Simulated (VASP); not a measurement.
Set up this calculation in VASP 6.6.1, as the native input.

- Task: single point
- Functional: revPBE
- Potentials or basis: VASP PAW PBE potentials, release 64 (Pd)
- Cutoff: 500 eV
- k mesh: 16 × 16 × 16
- Occupations: fermi-dirac, width 0.1 eV
- Spin: no spin polarisation
- Dipole correction: no
- Further INCAR settings: ALGO = Normal; EDIFF = 1e-06; NBANDS = 11

The structure of Pd lies in POSCAR:

```
Pd
1.0
   -1.6419205112      1.6419205112      1.6419205112
    1.6419205112     -1.6419205112      1.6419205112
    1.6419205112      1.6419205112     -1.6419205112
Pd
1
Direct
    0.0000000000      0.0000000000      0.0000000000
```

This isn't the form of Pd at room conditions, which is fcc.

One way to write it, as run:

INCAR

```
SYSTEM = Pd
ALGO = Normal
EDIFF = 1E-6
ENCUT = 500
GGA = RE
GGA_COMPAT = .FALSE.
ISIF = 2
ISMEAR = -1
LASPH = .TRUE.
LCHARG = .FALSE.
LREAL = .FALSE.
LWAVE = .FALSE.
NBANDS = 11
NELM = 120
PREC = Accurate
SIGMA = 0.1
```

KPOINTS

```
k-points
0
G
  16 16 16
  0 0 0
```

Potentials or basis: VASP PAW PBE potentials, release 64 (Pd).

Command:

```bash
$ cat potpaw_PBE.64/Pd/POTCAR > POTCAR
$ mpirun -np 1 vasp_std > vasp.out
```

It gave:

```json
{
  "Pressure": "-12.3 GPa",
  "Band gap on the k mesh": "zero (bands 5 and 6 overlap by 1.21 eV)"
}
```

Caveat: the cell stands under tension; the PAW data sets were made with another functional, which shifts forces and pressure a little.

Wall time 59 s on 1 thread of AMD EPYC 7R13 (shared host), peak memory 0.13 GiB.
